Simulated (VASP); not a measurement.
# HF in VASP: notebook, part 2 of 3

VASP 6.6.1. Earlier steps stand in the parts before.

### 3 Single point, LDA

Contents of INCAR:

```
  ALGO = Normal
  EDIFF = 1E-6
  ENCUT = 520
  GGA = CA
  GGA_COMPAT = False
  ISIF = 2
  ISMEAR = -1
  LASPH = True
  LCHARG = True
  LELF = True
  LREAL = False
  LVHAR = True
  LWAVE = False
  NBANDS = 46
  NELM = 120
  PREC = Accurate
  SIGMA = 0.02
```

Contents of KPOINTS:

```
k-points
0
Gamma
  1 1 1
```

Contents of POSCAR:

```
HF
1.0
    7.0713790000      0.0000000000      0.0000000000
    0.0000000000      7.0713790000      0.0000000000
    0.0000000000      0.0000000000      7.0713790000
F H
8 8
Direct
    0.3107456127      0.5933354725      0.2636119490
    0.4321363627      0.2066357920      0.7331243312
    0.3146203873      0.4560213786      0.5490301114
    0.5201389998      0.0035070953      0.9785785771
    0.4256312665      0.6040123150      0.9274711481
    0.4077281107      0.8289755082      0.6170366487
    0.0453801161      0.2283571564      0.6348266724
    0.3207153796      0.9113781060      0.2166197003
    0.3196264830      0.7304233022      0.2404340087
    0.3866572560      0.3191315301      0.6509762806
    0.3040001109      0.4978943994      0.4007139202
    0.4888155479      0.0984249324      0.8708768120
    0.4211342653      0.6898088760      0.8193168546
    0.3542449075      0.9526430418      0.6376408336
    0.1048593209      0.3524206523      0.6343034364
    0.3875481713      0.9356590843      0.0926551950
```

Potentials or basis: VASP PAW LDA potentials, release 64 (F, H).

Started as:

```bash
$ cat potpaw_LDA.64/F/POTCAR potpaw_LDA.64/H/POTCAR > POTCAR
$ mpirun -np 1 vasp_gam > vasp.out
```

OUTCAR:

```text
EDIFF = 1E-6
   ENCUT = 520
   GGA = CA
   ISIF = 2
   ISMEAR = -1
   LASPH = True
   LREAL = False
   NELM = 120
   PREC = Accurate

 ion  position               nearest neighbor table
   1  0.311  0.593  0.264-   9 0.99  11 1.18
   2  0.432  0.207  0.733-  10 1.04  12 1.30
   3  0.315  0.456  0.549-  11 1.09  10 1.31
   4  0.520  0.004  0.979-  12 1.04  16 1.33
   5  0.426  0.604  0.927-  13 0.98
   6  0.408  0.829  0.617-  14 0.96
   7  0.045  0.228  0.635-  15 0.97
   8  0.321  0.911  0.217-  16 1.01   9 1.29
   9  0.320  0.730  0.240-   1 0.99   8 1.29
  10  0.387  0.319  0.651-   2 1.04   3 1.31
  11  0.304  0.498  0.401-   3 1.09   1 1.18
  12  0.489  0.098  0.871-   4 1.04   2 1.30
  13  0.421  0.690  0.819-   5 0.98
  14  0.354  0.953  0.638-   6 0.96
  15  0.105  0.352  0.634-   7 0.97
  16  0.388  0.936  0.093-   8 1.01   4 1.33

  LATTYP: Found a simple cubic cell.
 ALAT       =     7.0713790000

  Lattice vectors:

 A1 = (   7.0713790000,   0.0000000000,   0.0000000000)
 A2 = (   0.0000000000,   7.0713790000,   0.0000000000)
[... 185 lines left out ...]
 Fermi energy:        -7.0613127049

 k-point     1 :       0.0000    0.0000    0.0000
  band No.  band energies     occupation
      1     -29.9077      2.00000
      2     -29.3212      2.00000
      3     -29.0945      2.00000
      4     -28.8354      2.00000
      5     -28.1918      2.00000
      6     -28.0388      2.00000
[... 36 lines left out ...]
     43       5.1091      0.00000
     44       5.3561      0.00000
 [bands above 44 left out]

------------------------ aborting loop because EDIFF is reached ----------------------------------------

  FORCE on cell =-STRESS in cart. coord.  units (eV):
  Direction    XX          YY          ZZ          XY          YZ          ZX
  --------------------------------------------------------------------------------------
  -------------------------------------------------------------------------------------
  Total       -0.4910831     -1.0944884     -0.6009718      0.4960666     -0.0435305     -0.8543422
  in kB       -2.2251189     -4.9591748     -2.7230296      2.2476992     -0.1972386     -3.8710616
  external PRESSURE =      -3.3024411 kB  Pullay stress =       0.0000000 kB

 VOLUME and BASIS-vectors are now :
 -----------------------------------------------------------------------------
  energy-cutoff  :      520.00
  volume of cell :      353.60
      direct lattice vectors                 reciprocal lattice vectors
     7.071379000  0.000000000  0.000000000     0.141415133  0.000000000  0.000000000
     0.000000000  7.071379000  0.000000000     0.000000000  0.141415133  0.000000000
     0.000000000  0.000000000  7.071379000     0.000000000  0.000000000  0.141415133

 POSITION                                       TOTAL-FORCE (eV/Angst)
 -----------------------------------------------------------------------------------
      2.19740      4.19570      1.86410        -0.325179     -2.469854     -0.266393
      3.05580      1.46120      5.18420        -0.082270     -0.346330     -0.436044
      2.22480      3.22470      3.88240        -0.244400     -0.593055      0.556679
      3.67810      0.02480      6.91990        -0.106967      0.386296     -0.932798
      3.00980      4.27120      6.55850        -0.091101      0.707192     -0.862352
      2.88320      5.86200      4.36330        -0.304940      0.266170      0.394343
[... 8 lines left out ...]
      0.74150      2.49210      4.48540        -0.301672     -0.870384     -0.190167
      2.74050      6.61640      0.65520         0.582753      0.567648     -0.024387
 -----------------------------------------------------------------------------------
    total drift:                               -0.001369      0.002214      0.001461

  FREE ENERGIE OF THE ION-ELECTRON SYSTEM (eV)
  ---------------------------------------------------
  free  energy   TOTEN  =       -70.0773225580 eV

  energy  without entropy=      -70.0773225580  energy(sigma->0) =      -70.07732256
```

It took 44 s on 1 thread of Intel Xeon 8259CL, shared host; peak memory 0.28 GiB.

Results:

```yaml
Free_energy: -70.0773 eV
Pressure: -0.3 GPa
Largest_force: 2.505 eV/Å
Band_gap_on_the_k_mesh: 7.09 eV
```

Forces in eV/Å, atoms in the order of the input:
```
F   -0.325 -2.470 -0.266
F   -0.082 -0.346 -0.436
F   -0.244 -0.593  0.557
F   -0.107  0.386 -0.933
F   -0.091  0.707 -0.862
F   -0.305  0.266  0.394
F    0.316  0.795  0.099
F   -0.434 -0.325  0.157
H    0.017  1.861  0.103
H    0.035  0.247 -0.141
H    0.405  0.709  0.475
H    0.159 -0.320  0.875
H    0.104 -0.440  0.345
H    0.273 -0.174 -0.153
H   -0.302 -0.870 -0.190
H    0.583  0.568 -0.024
```

Levels at points of the mesh, in eV from the valence-band top:
| k point | band 29 | band 30 | band 31 | band 32 | band 33 | band 34 | band 35 | band 36 |
| --- | --- | --- | --- | --- | --- | --- | --- | --- |
| (0.00, 0.00, 0.00) | -0.11 | -0.08 | 0.00 | 0.00 | 7.09 | 9.59 | 10.12 | 10.36 |

Caveat: the k points lie up to 0.89 Å⁻¹ apart.

### 4 Single point, LDA

Contents of INCAR:

```
SYSTEM = HF
  ALGO = Normal
  EDIFF = 1E-6
  ENCUT = 520
  GGA = CA
  GGA_COMPAT = .False.
  ISIF = 2
  ISMEAR = -1
  LASPH = .True.
  LCHARG = .False.
  LREAL = .False.
  LWAVE = .False.
  NBANDS = 46
  NELM = 120
  PREC = Accurate
  SIGMA = 0.02
```

Contents of KPOINTS:

```
k-points
0
Gamma
  1 1 1
  0 0 0
```

Contents of POSCAR:

```
HF
1.0
    7.0713790000      0.0000000000      0.0000000000
    0.0000000000      7.0713790000      0.0000000000
    0.0000000000      0.0000000000      7.0713790000
F H
8 8
Direct
    0.3119617828      0.5998122856      0.2578563531
    0.4183483872      0.1816335965      0.7138070241
    0.3191880961      0.4580153319      0.5632847568
    0.5310421065      0.0604691108      0.9796957567
    0.4734012984      0.6006042103      0.9316853191
    0.4205827463      0.8634525175      0.6118467133
    0.0245779501      0.2469391048      0.6353640499
    0.3468630376      0.9282913559      0.1985044218
    0.3319861656      0.7678558878      0.2150075678
    0.3797137729      0.3209133607      0.6132042986
    0.3057536585      0.5369532590      0.3906168797
    0.4625688992      0.1582718166      0.8633393854
    0.4225342751      0.6873058282      0.8427776251
    0.3972775324      0.9959019309      0.6328044360
    0.0776651909      0.3636065893      0.6261579248
    0.4438596772      0.9751704724      0.0992309986
```

Potentials or basis: VASP PAW LDA potentials, release 64 (F, H).

Started as:

```bash
$ cat potpaw_LDA.64/F/POTCAR potpaw_LDA.64/H/POTCAR > POTCAR
$ mpirun -np 1 vasp_gam > vasp.out
```

OUTCAR:

```text
SYSTEM = HF
   EDIFF = 1E-6
   ENCUT = 520
   GGA = CA
   ISIF = 2
   ISMEAR = -1
   LASPH = .True.
   LREAL = .False.
   NELM = 120
   PREC = Accurate

 ion  position               nearest neighbor table
   1  0.312  0.600  0.258-  11 1.04   9 1.23
   2  0.418  0.182  0.714-  12 1.11  10 1.25
   3  0.319  0.458  0.563-  10 1.12  11 1.35
   4  0.531  0.060  0.980-  12 1.18  16 1.21
   5  0.473  0.601  0.932-  13 0.95
   6  0.421  0.863  0.612-  14 0.96
   7  0.025  0.247  0.635-  15 0.91
   8  0.347  0.928  0.199-  16 1.04   9 1.15
   9  0.332  0.768  0.215-   8 1.15   1 1.23
[... 256 lines left out ...]
  Total        0.4354274     -1.6788056     -0.4253689      1.7650908      1.4156814     -1.1714929
  in kB        1.9729404     -7.6067415     -1.9273649      7.9977033      6.4145139     -5.3080853
  external PRESSURE =      -2.5203887 kB  Pullay stress =       0.0000000 kB

 VOLUME and BASIS-vectors are now :
 -----------------------------------------------------------------------------
  energy-cutoff  :      520.00
  volume of cell :      353.60
      direct lattice vectors                 reciprocal lattice vectors
     7.071379000  0.000000000  0.000000000     0.141415133  0.000000000  0.000000000
     0.000000000  7.071379000  0.000000000     0.000000000  0.141415133  0.000000000
     0.000000000  0.000000000  7.071379000     0.000000000  0.000000000  0.141415133

 POSITION                                       TOTAL-FORCE (eV/Angst)
 -----------------------------------------------------------------------------------
      2.20600      4.24150      1.82340        -0.189421      0.332903     -0.131936
      2.95830      1.28440      5.04760        -0.465749      1.116519     -1.178128
      2.25710      3.23880      3.98320         0.102243     -0.667509     -0.260831
      3.75520      0.42760      6.92780        -0.039089      0.492836     -0.044428
      3.34760      4.24710      6.58830        -0.127078      0.094201      0.047891
      2.97410      6.10580      4.32660        -0.156179     -1.085570     -0.054092
[... 8 lines left out ...]
      0.54920      2.57120      4.42780         1.160564      2.187950     -0.210000
      3.13870      6.89580      0.70170         0.870085      1.013576     -1.383503
 -----------------------------------------------------------------------------------
    total drift:                                0.000593     -0.000214     -0.001444

  FREE ENERGIE OF THE ION-ELECTRON SYSTEM (eV)
  ---------------------------------------------------
  free  energy   TOTEN  =       -69.9671753992 eV

  energy  without entropy=      -69.9671753992  energy(sigma->0) =      -69.96717540
```

OSZICAR:

```text
N       E                     dE             d eps       ncg     rms          rms(c)
DAV:   1     0.600193484407E+03    0.60019E+03   -0.33496E+04   100   0.121E+03
DAV:   2    -0.118720555126E+02   -0.61207E+03   -0.58228E+03   122   0.319E+02
DAV:   3    -0.735455883859E+02   -0.61674E+02   -0.61453E+02   106   0.108E+02
[... 11 lines left out ...]
DAV:  15    -0.699671481086E+02   -0.21347E-04   -0.12721E-05   112   0.310E-02    0.666E-03
DAV:  16    -0.699671678834E+02   -0.19775E-04   -0.16899E-05   104   0.287E-02    0.701E-03
DAV:  17    -0.699671723086E+02   -0.44252E-05   -0.37438E-06   104   0.159E-02    0.198E-03
DAV:  18    -0.699671746679E+02   -0.23594E-05   -0.77559E-07    72   0.520E-03    0.774E-04
DAV:  19    -0.699671753992E+02   -0.73131E-06   -0.30973E-07    80   0.342E-03
   1 F= -.69967175E+02 E0= -.69967175E+02  d E =-.477165E-11
```

It took 45 s on 1 thread of Intel Xeon 8259CL, shared host; peak memory 0.28 GiB.

Results:

| Property | Result |
| --- | --- |
| Free energy | -69.9672 eV |
| Pressure | -0.3 GPa |
| Largest force | 2.644 eV/Å |
| Band gap on the k mesh | 7.23 eV |

Forces on the atoms (eV/Å):
```
F   -0.189  0.333 -0.132
F   -0.466  1.117 -1.178
F    0.102 -0.668 -0.261
F   -0.039  0.493 -0.044
F   -0.127  0.094  0.048
F   -0.156 -1.086 -0.054
F   -1.096 -2.205  0.191
F   -1.226 -1.933  1.323
H    0.124  0.243  0.595
H   -0.450  0.913  0.324
H    0.436  0.199  0.296
H    0.742 -1.121  0.846
H    0.178  0.207 -0.560
H    0.136  0.212  0.200
H    1.161  2.188 -0.210
H    0.870  1.014 -1.384
```

Levels at points of the mesh, in eV from the valence-band top:
```tsv
k point	band 28	band 29	band 30	band 31	band 32	band 33	band 34	band 35	band 36	band 37
(0.00, 0.00, 0.00)	-0.16	-0.14	-0.13	-0.08	0.00	7.23	10.00	10.15	10.48	10.62
```

Caveat: the k points lie up to 0.89 Å⁻¹ apart.

[end of part 2 of 3]
